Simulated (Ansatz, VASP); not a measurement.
CuAu in VASP and in Ansatz

```
CELL_PARAMETERS angstrom
2.85600 0.00000 0.00000
0.00000 2.85600 0.00000
0.00000 0.00000 3.67000
ATOMIC_POSITIONS crystal
Cu 0.50000 0.50000 0.50000
Au 0.00000 0.00000 0.00000
```

Change from the starting cell: equal xx and yy strain of +2 %.

Alike in both runs: task single point; functional PBEsol; k mesh 13 × 13 × 10; occupations fermi-dirac, width 0.05 eV; no spin polarisation.

|  | VASP | Ansatz |
| --- | --- | --- |
| version | VASP 6.6.1 | Ansatz 0.2.0 |
| potentials or method | VASP PAW PBE potentials, release 64 (Cu, Au), cutoff 520 eV | all-electron LAPW, scalar-relativistic |

|  | VASP | Ansatz | Ansatz less VASP |
| --- | --- | --- | --- |
| pressure (GPa) | -7.6 | -7.7 | -0.13 |
| traceless stress, the component that is largest in VASP (GPa) | 0.71 | 0.69 | -0.025 |

VASP's potentials were made for PBE, not for PBEsol. Ansatz ran all-electron here, and VASP with PAW potentials.

Spin-orbit coupling is off throughout.
